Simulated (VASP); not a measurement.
Here is a VASP 6.6.1 calculation.

File POSCAR:

```
Al3Cu
1.0
    2.7784054294      0.0000000000      0.0000000000
    0.0000000000      2.7784054294      0.0000000000
    0.0000000000      0.0000000000      7.5134034100
Al Cu
3 1
Direct
    0.0000000000      0.0000000000      0.5000000000
    0.5000000000      0.5000000000      0.2261155100
    0.5000000000      0.5000000000      0.7738844900
    0.0000000000      0.0000000000      0.0000000000
```

Contents of INCAR.step1:

```
SYSTEM = Al3Cu
PREC = Accurate
ENCUT = 520
ISMEAR = 0
SIGMA = 0.1
LREAL = .False.
LASPH = .True.
NELM = 100
NBANDS = 18
GGA = PE
ALGO = Normal
EDIFF = 1E-4
LWAVE = .True.
LCHARG = .False.
```

Contents of INCAR.step2:

```
SYSTEM = Al3Cu
PREC = Accurate
ENCUT = 520
EDIFF = 1E-7
ISMEAR = 0
SIGMA = 0.1
LREAL = .False.
LASPH = .True.
NELM = 100
ALGO = Normal
ISIF = 2
LWAVE = .False.
LCHARG = .True.
METAGGA = R2SCAN
LMIXTAU = .True.
LELF = .True.
LVHAR = .True.
NBANDS = 18
ISTART = 1
```

The input KPOINTS:

```
regular mesh
0
Gamma
  1 1 1
  0 0 0
```

Potentials or basis: VASP PAW PBE potentials, release 64 (Al, Cu).

Run with:

```bash
$ cat potpaw_PBE.64/Al/POTCAR potpaw_PBE.64/Cu/POTCAR > POTCAR
$ cp INCAR.step1 INCAR
$ mpirun -np 1 vasp_gam > vasp.out
$ cp INCAR.step2 INCAR
$ mpirun -np 1 vasp_gam > vasp.out
```

Task: Predict the largest force.

Result: 5.048 eV/Å.

Task: What does it give for the band gap on the k mesh?

Result: 3.94 eV.

Task: Predict the pressure.

Result: -15.0 GPa.

Stress tensor (GPa, compression positive):
```
-110.66    0.00    0.00
   0.00 -110.66    0.00
   0.00    0.00  176.29
```

Caveat: the k points lie up to 2.26 Å⁻¹ apart; the PAW data sets were made with another functional, which shifts forces and pressure a little. A k mesh can miss the band edges.
